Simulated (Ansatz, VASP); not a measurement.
# CoH4: VASP beside Ansatz

```
Co H
1.0
     2.37682    0.00000    0.00000
    -1.18841    2.05838    0.00000
     0.00000    0.00000    8.44717
Co H
1 4
Cartesian
  0.0000 0.0000 0.0000
  0.0000 1.3723 7.4860
  0.0000 1.3723 4.2237
  1.1884 0.6861 0.9611
  1.1884 0.6861 4.2235
```

Change from the starting cell: species swapped into the Co4H type (P-3m1, No. 164).

Alike in both runs: functional PBE; k mesh 18 × 18 × 6; occupations gaussian, width 0.1 eV; no spin polarisation.

Ansatz relaxed the structure, and its values are those at the end. VASP's run is a single point on that final structure, the one shown.

|  | VASP | Ansatz |
| --- | --- | --- |
| version | VASP 6.6.1 | Ansatz 0.2.0 |
| potentials or method | VASP PAW PBE potentials, release 64 (Co, H), cutoff 520 eV | scalar-relativistic, plane waves, PAW |
| valence electrons in the cell | 13 | 21 |

|  | VASP | Ansatz | Ansatz less VASP |
| --- | --- | --- | --- |
| gap on the k mesh at the Fermi level (eV) | none | none | - |
| pressure (GPa) | -0.3 | 0.0 | +0.31 |

A gap of «none» marks a metal or a gap that the smearing closes. The functional is the same, so the differences come from potentials, cutoffs and numerics. VASP's potentials hold 13 valence electrons a cell and Ansatz's 21, so a difference there can come from the potentials and not from the codes.
